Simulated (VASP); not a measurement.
# CoSn3 (Pm-3m) in VASP: notebook

The runs below take CoSn3 through single point, with r2SCAN.

Program: VASP 6.6.1. These are calculated values, not measurements. Logs are shortened: lines on timing, memory, paths and dates and some standing lists are left out, and cuts for length are marked.

**1. The cell of the first run**

Symmetry: Pm-3m, No. 221, cubic system. The conventional cell has a = 4.748 Å, b = 4.748 Å, c = 4.748 Å, α = 90.00°, β = 90.00°, γ = 90.00°. Sn (site symmetry 4/mmm) has 8 Sn at 3.36 Å and 4 Co at 3.36 Å within 4.4 Å. Co (site symmetry m-3m) has 12 Sn at 3.36 Å within 4.4 Å.

**2. Single point, r2SCAN**

POSCAR

```
CoSn3
1.0
    4.7484511703      0.0000000000      0.0000000000
    0.0000000000      4.7484511703      0.0000000000
    0.0000000000      0.0000000000      4.7484511703
Sn Co
3 1
Direct
    0.0000000000      0.5000000000      0.5000000000
    0.5000000000      0.0000000000      0.5000000000
    0.5000000000      0.5000000000      0.0000000000
    0.0000000000      0.0000000000      0.0000000000
```

INCAR.step1

```
ALGO = Normal ; EDIFF = 1E-4
ENCUT = 520 ; GGA = PE
ISMEAR = 0 ; LASPH = T
LCHARG = F ; LREAL = F
LWAVE = T ; NBANDS = 34
NELM = 100 ; PREC = Accurate
SIGMA = 0.1
```

INCAR.step2

```
ALGO = Normal ; EDIFF = 1E-6
ENCUT = 520 ; ISIF = 2
ISMEAR = 0 ; ISTART = 1
LASPH = T ; LCHARG = F
LMIXTAU = T ; LREAL = F
LWAVE = F ; METAGGA = R2SCAN
NBANDS = 34 ; NELM = 100
PREC = Accurate ; SIGMA = 0.1
```

KPOINTS

```
k-points
0
Gamma
  10 10 10
```

Potentials or basis: VASP PAW PBE potentials, release 64 (Sn_d, Co).

Started as:

```sh
$ cat potpaw_PBE.64/Sn_d/POTCAR potpaw_PBE.64/Co/POTCAR > POTCAR
$ cp INCAR.step1 INCAR
$ mpirun -np 1 vasp_std > vasp.out
$ cp INCAR.step2 INCAR
$ mpirun -np 1 vasp_std > vasp.out
```

OUTCAR:

```text
EDIFF = 1E-6
   ENCUT = 520
   ISIF = 2
   ISMEAR = 0
   ISTART = 1
   LASPH = T
   LREAL = F
   METAGGA = R2SCAN
   NELM = 100
   PREC = Accurate

 ion  position               nearest neighbor table
   1  0.000  0.500  0.500-   2 3.36   3 3.36   4 3.36   3 3.36   4 3.36   2 3.36   4 3.36   4 3.36
                             2 3.36   3 3.36   3 3.36   2 3.36
   2  0.500  0.000  0.500-   1 3.36   3 3.36   4 3.36   3 3.36   4 3.36   1 3.36   3 3.36   3 3.36
                             1 3.36   4 3.36   4 3.36   1 3.36
   3  0.500  0.500  0.000-   1 3.36   2 3.36   4 3.36   1 3.36   2 3.36   2 3.36   4 3.36   2 3.36
                             1 3.36   4 3.36   1 3.36   4 3.36
   4  0.000  0.000  0.000-   1 3.36   2 3.36   3 3.36   1 3.36   2 3.36   1 3.36   3 3.36   1 3.36
                             2 3.36   3 3.36   2 3.36   3 3.36

  LATTYP: Found a simple cubic cell.
 ALAT       =     4.7484511703

  Lattice vectors:

 A1 = (   4.7484511703,   0.0000000000,   0.0000000000)
 A2 = (   0.0000000000,   4.7484511703,   0.0000000000)
 A3 = (   0.0000000000,   0.0000000000,   4.7484511703)

Analysis of symmetry for initial positions (statically):
=====================================================================
 Subroutine PRICEL returns:
 Original cell was already a primitive cell.

 Routine SETGRP: Setting up the symmetry group for a
 simple cubic supercell.

 Subroutine GETGRP returns: Found 48 space group operations
 (whereof 48 operations were pure point group operations)
 out of a pool of 48 trial point group operations.

The static configuration has the point symmetry O_h .

Analysis of symmetry for dynamics (positions and initial velocities):
=====================================================================
 Subroutine PRICEL returns:
 Original cell was already a primitive cell.

 Routine SETGRP: Setting up the symmetry group for a
 simple cubic supercell.

 Subroutine GETGRP returns: Found 48 space group operations
 (whereof 48 operations were pure point group operations)
 out of a pool of 48 trial point group operations.

The dynamic configuration has the point symmetry O_h .

 Subroutine INISYM returns: Found 48 space group operations
 (whereof 48 operations are pure point group operations),
 and found     1 'primitive' translations

----------------------------------------------------------------------------------------

                                     Primitive cell

  volume of cell :     107.0671

  direct lattice vectors                    reciprocal lattice vectors
[... 93 lines left out ...]
   EDIFFG = 0.1E-04   stopping-criterion for IOM
   NSW    =      0    number of steps for IOM
   IBRION =     -1    ionic relax: 0-MD 1-quasi-New 2-CG
   NFREE  =      0    steps in history (QN), initial steepest desc. (CG)
   ISIF   =      2    stress and relaxation
   ISYM   =      2    0-nonsym 1-usesym 2-fastsym
   POTIM  = 0.5000    time-step for ionic-motion
   TEBEG  =    0.0;   TEEND  =   0.0 temperature during run
   PSTRESS=    0.0 pullay stress
   NELECT =      51.0000    total number of electrons
   NUPDOWN=      -1.0000    fix difference up-down
   EMIN   =  10.00;   EMAX   =-10.00  energy-range for DOS
   EFERMI =   0.00;   METHOD = LEGACY
   ISMEAR =     0;   SIGMA  =   0.10  broadening in eV -4-tet -1-fermi 0-gaus
   EFERMI_NEDOS =   21; number of points for ismear=-14 and -15
   IALGO  =     38    algorithm
   IMIX   =      4    mixing-type and parameters
     AMIX     =   0.40;   BMIX     =  1.00
     AMIX_MAG =   1.60;   BMIX_MAG =  1.00
  volume/ion in A,a.u.               =      26.77       180.63
  Fermi-wavevector in a.u.,A,eV,Ry     =   1.278536  2.416082 22.240817  1.634654
  Thomas-Fermi vector in A             =   2.411073
   LORBIT       =      0    0 simple, 1 ext, 2 COOP (PROOUT), +10 PAW based schemes
   METAGGA = R2SCAN    functional components
   LHFCALC =     F    Hartree Fock is set to
   AEXX    =    0.0000 exact exchange contribution
   IVDW    =     0    specifies the selected vdW correction
   LEPSILON=     F    determine dielectric tensor
   LRPA    =     F    only Hartree local field effects (RPA)
 non-spin polarized calculation
 Gauss-broadening in eV      SIGMA  =   0.10
  energy-cutoff  :      520.00
  volume of cell :      107.07
 maximum number of plane-waves:      2912
 NGX is ok and might be reduce to    36
   NGX = 17   NGY = 17   NGZ = 17

 number of electron      50.9999994 magnetization

 Free energy of the ion-electron system (eV)
  ---------------------------------------------------
  ext. energy  EPLUGINS =         0.00000000
  ---------------------------------------------------
  free energy    TOTEN  =       -83.87540355 eV

  energy without entropy =      -83.84600761  energy(sigma->0) =      -83.86070558

 E-fermi :   6.5309     XC(G=0): -10.8847

 val. band max:        6.5115714481   @ k =   0.4000   0.2000   0.1000
 cond. band min:       6.5436309666   @ k =   0.4000   0.1000   0.1000
 fundamental gap:      0.0320595185
 Fermi energy:         6.5309414176

 k-point     1 :       0.0000    0.0000    0.0000
  band No.  band energies     occupation
      1     -15.6942      2.00000
      2     -15.6942      2.00000
      3     -15.6942      2.00000
      4     -15.6787      2.00000
      5     -15.5780      2.00000
      6     -15.5780      2.00000
[... 877 lines left out ...]
     33      11.1216      0.00000
     34      13.0956      0.00000

 [... further k-points ...]

------------------------ aborting loop because EDIFF is reached ----------------------------------------

  FORCE on cell =-STRESS in cart. coord.  units (eV):
  Direction    XX          YY          ZZ          XY          YZ          ZX
  --------------------------------------------------------------------------------------
  -------------------------------------------------------------------------------------
  Total       -6.4515070     -6.4515070     -6.4515070      0.0000000     -0.0000000      0.0000000
  in kB      -96.5418963    -96.5418963    -96.5418963      0.0000000     -0.0000000      0.0000000
  external PRESSURE =     -96.5418963 kB  Pullay stress =       0.0000000 kB

 VOLUME and BASIS-vectors are now :
 -----------------------------------------------------------------------------
  energy-cutoff  :      520.00
  volume of cell :      107.07
      direct lattice vectors                 reciprocal lattice vectors
     4.748451170  0.000000000  0.000000000     0.210594984  0.000000000  0.000000000
     0.000000000  4.748451170  0.000000000     0.000000000  0.210594984  0.000000000
     0.000000000  0.000000000  4.748451170     0.000000000  0.000000000  0.210594984

 POSITION                                       TOTAL-FORCE (eV/Angst)
 -----------------------------------------------------------------------------------
      0.00000      2.37423      2.37423         0.000000      0.000000      0.000000
      2.37423      0.00000      2.37423         0.000000      0.000000      0.000000
      2.37423      2.37423      0.00000         0.000000      0.000000      0.000000
      0.00000      0.00000      0.00000         0.000000      0.000000      0.000000
 -----------------------------------------------------------------------------------
    total drift:                                0.000000      0.000000      0.000000

  FREE ENERGIE OF THE ION-ELECTRON SYSTEM (eV)
  ---------------------------------------------------
  free  energy   TOTEN  =       -83.8754035481 eV

  energy  without entropy=      -83.8460076108  energy(sigma->0) =      -83.86070558
```

OUTCAR.step1:

```text
EDIFF = 1E-4
   ENCUT = 520
   GGA = PE
   ISMEAR = 0
[... 1121 lines left out ...]
      0.00000      2.37423      2.37423         0.000000      0.000000      0.000000
      2.37423      0.00000      2.37423         0.000000      0.000000      0.000000
      2.37423      2.37423      0.00000         0.000000      0.000000      0.000000
      0.00000      0.00000      0.00000         0.000000      0.000000      0.000000
 -----------------------------------------------------------------------------------
    total drift:                                0.000000      0.000000      0.000000

  FREE ENERGIE OF THE ION-ELECTRON SYSTEM (eV)
  ---------------------------------------------------
  free  energy   TOTEN  =       -16.1362861305 eV

  energy  without entropy=      -16.1034465738  energy(sigma->0) =      -16.11986635
```

OSZICAR.step1:

```text
N       E                     dE             d eps       ncg     rms          rms(c)
DAV:   1     0.475265927771E+03    0.47527E+03   -0.24555E+04  3882   0.219E+03
DAV:   2     0.476396935133E+02   -0.42763E+03   -0.41762E+03  3808   0.542E+02
DAV:   3    -0.138497485336E+02   -0.61489E+02   -0.60016E+02  4448   0.185E+02
DAV:   4    -0.166825253287E+02   -0.28328E+01   -0.28025E+01  4234   0.424E+01
DAV:   5    -0.167905372144E+02   -0.10801E+00   -0.10797E+00  5520   0.773E+00    0.102E+01
DAV:   6    -0.297843627806E+02   -0.12994E+02   -0.35992E+01  4118   0.503E+01    0.297E+01
DAV:   7    -0.171631967562E+02    0.12621E+02   -0.13888E+01  3974   0.412E+01    0.110E+01
DAV:   8    -0.161421841632E+02    0.10210E+01   -0.26642E+00  4398   0.103E+01    0.176E+00
DAV:   9    -0.161379180862E+02    0.42661E-02   -0.26414E-01  4294   0.279E+00    0.367E-01
DAV:  10    -0.161366005822E+02    0.13175E-02   -0.17708E-02  4430   0.122E+00    0.268E-01
DAV:  11    -0.161362847371E+02    0.31585E-03   -0.12575E-03  4274   0.330E-01    0.145E-01
DAV:  12    -0.161362861305E+02   -0.13934E-05   -0.19928E-04  2868   0.155E-01
   1 F= -.16136286E+02 E0= -.16119866E+02  d E =-.328396E-01
```

Run time: 8.9 min. Hardware: 1 thread of Intel Xeon Platinum 8259CL at 2.50GHz (Skylake/Cascade Lake), shared host; peak memory 0.33 GiB.

Results:

| Property | Result |
| --- | --- |
| Free energy | -83.8754 eV |
| Pressure | -9.7 GPa |

Caveat: the PAW data sets were made with another functional, which shifts forces and pressure a little; spin-orbit coupling is left out, which moves the levels of the heavy elements. Spin polarisation is off, so any magnetic state and its effect on volume and gap are missing.

**3. Single point, r2SCAN, collinear spin, ferromagnetic start**

This run uses another cell than the first one, of 22.62 Å³/atom, 0.845 times its volume.

POSCAR

```
CoSn3
1.0
    4.4894105036      0.0000000000      0.0000000000
    0.0000000000      4.4894105036      0.0000000000
    0.0000000000      0.0000000000      4.4894105036
Sn Co
3 1
Direct
    0.0000000000      0.5000000000      0.5000000000
    0.5000000000      0.0000000000      0.5000000000
    0.5000000000      0.5000000000      0.0000000000
    0.0000000000      0.0000000000      0.0000000000
```

INCAR.step1

```
PREC     = Accurate       # precision mode
ENCUT    = 520            # plane-wave cutoff, eV
ISMEAR   = 0              # smearing method
SIGMA    = 0.1            # smearing width, eV
LREAL    = False          # projectors in reciprocal space
LASPH    = True           # aspherical terms in the spheres
NELM     = 150            # most SCF steps
ISPIN    = 2              # spin polarisation
MAGMOM   = 0 0 0 1.97     # initial moments
LMAXMIX  = 4              # l up to which the mixer works
NBANDS   = 38             # bands
GGA      = PE             # functional
ALGO     = Normal         # electronic algorithm
EDIFF    = 1E-4           # SCF threshold, eV
LWAVE    = True           # write WAVECAR
LCHARG   = False          # write CHGCAR
```

INCAR.step2

```
PREC     = Accurate       # precision mode
ENCUT    = 520            # plane-wave cutoff, eV
EDIFF    = 1E-6           # SCF threshold, eV
ISMEAR   = 0              # smearing method
SIGMA    = 0.1            # smearing width, eV
LREAL    = False          # projectors in reciprocal space
LASPH    = True           # aspherical terms in the spheres
NELM     = 150            # most SCF steps
ALGO     = Normal         # electronic algorithm
ISIF     = 2              # what is computed and relaxed
LWAVE    = False          # write WAVECAR
LCHARG   = False          # write CHGCAR
ISPIN    = 2              # spin polarisation
MAGMOM   = 0 0 0 1.97     # initial moments
LORBIT   = 11             # projections on sites
LMAXMIX  = 4              # l up to which the mixer works
METAGGA  = R2SCAN         # meta-GGA
LMIXTAU  = True         
NBANDS   = 38             # bands
ISTART   = 1
```

KPOINTS

```
Automatic mesh
0
Gamma
  6 6 6
```

Potentials or basis: VASP PAW PBE potentials, release 64 (Sn_d, Co).

Started as:

```sh
$ cat potpaw_PBE.64/Sn_d/POTCAR potpaw_PBE.64/Co/POTCAR > POTCAR
$ cp INCAR.step1 INCAR
$ mpirun -np 1 vasp_std > vasp.out
$ cp INCAR.step2 INCAR
$ mpirun -np 1 vasp_std > vasp.out
```

OUTCAR:

```text
PREC = Accurate
   ENCUT = 520
   EDIFF = 1E-6
   ISMEAR = 0
   LREAL = False
   LASPH = True
   NELM = 150
   ISIF = 2
   ISPIN = 2
   LORBIT = 11
   METAGGA = R2SCAN
   ISTART = 1

 ion  position               nearest neighbor table
   1  0.000  0.500  0.500-   2 3.17   3 3.17   4 3.17   3 3.17   4 3.17   2 3.17   4 3.17   4 3.17
                             2 3.17   3 3.17   3 3.17   2 3.17
   2  0.500  0.000  0.500-   1 3.17   3 3.17   4 3.17   3 3.17   4 3.17   1 3.17   3 3.17   3 3.17
                             1 3.17   4 3.17   4 3.17   1 3.17
   3  0.500  0.500  0.000-   1 3.17   2 3.17   4 3.17   1 3.17   2 3.17   2 3.17   4 3.17   2 3.17
[... 1830 lines left out ...]
     0.000000000  4.489410504  0.000000000     0.000000000  0.222746394  0.000000000
     0.000000000  0.000000000  4.489410504     0.000000000  0.000000000  0.222746394

 POSITION                                       TOTAL-FORCE (eV/Angst)
 -----------------------------------------------------------------------------------
      0.00000      2.24471      2.24471         0.000000      0.000000      0.000000
      2.24471      0.00000      2.24471         0.000000      0.000000      0.000000
      2.24471      2.24471      0.00000         0.000000      0.000000      0.000000
      0.00000      0.00000      0.00000         0.000000      0.000000      0.000000
 -----------------------------------------------------------------------------------
    total drift:                                0.000000      0.000000      0.000000

  FREE ENERGIE OF THE ION-ELECTRON SYSTEM (eV)
  ---------------------------------------------------
  free  energy   TOTEN  =       -85.2296617386 eV

  energy  without entropy=      -85.2141075487  energy(sigma->0) =      -85.22188464

 total charge

# of ion       s       p       d       tot
------------------------------------------
    1        1.231   1.024   9.996  12.252
    2        1.231   1.024   9.996  12.252
    3        1.231   1.024   9.996  12.252
    4        0.339   0.200   7.214   7.753
--------------------------------------------------
tot          4.033   3.273  37.203  44.509

 magnetization (x)

# of ion       s       p       d       tot
------------------------------------------
    1        0.015  -0.015  -0.001  -0.001
    2        0.015  -0.015  -0.001  -0.001
    3        0.015  -0.015  -0.001  -0.001
    4        0.032   0.017   1.987   2.036
--------------------------------------------------
tot          0.077  -0.028   1.982   2.032
```

OUTCAR.step1:

```text
PREC = Accurate
   ENCUT = 520
   ISMEAR = 0
   LREAL = False
   LASPH = True
[... 1846 lines left out ...]
      0.00000      2.24471      2.24471         0.000000      0.000000      0.000000
      2.24471      0.00000      2.24471         0.000000      0.000000      0.000000
      2.24471      2.24471      0.00000         0.000000      0.000000      0.000000
      0.00000      0.00000      0.00000         0.000000      0.000000      0.000000
 -----------------------------------------------------------------------------------
    total drift:                                0.000000      0.000000      0.000000

  FREE ENERGIE OF THE ION-ELECTRON SYSTEM (eV)
  ---------------------------------------------------
  free  energy   TOTEN  =       -16.8412083885 eV

  energy  without entropy=      -16.8176491498  energy(sigma->0) =      -16.82942877
```

Run time: 5.9 min. Hardware: 1 thread of Intel Xeon Platinum 8259CL at 2.50GHz (Skylake/Cascade Lake), shared host; peak memory 0.31 GiB.

What came out:

```yaml
Free_energy: -85.2297 eV
Pressure: 0.2 GPa
Net_moment: 1.99 μB per cell
Site_moments: Sn -0.00; Co +2.04 μB
Valence_electrons_inside_the_program's_atomic_spheres: Sn 12.25; Co 7.75
```

Caveat: the PAW data sets were made with another functional, which shifts forces and pressure a little; spin-orbit coupling is left out, which moves the levels of the heavy elements.
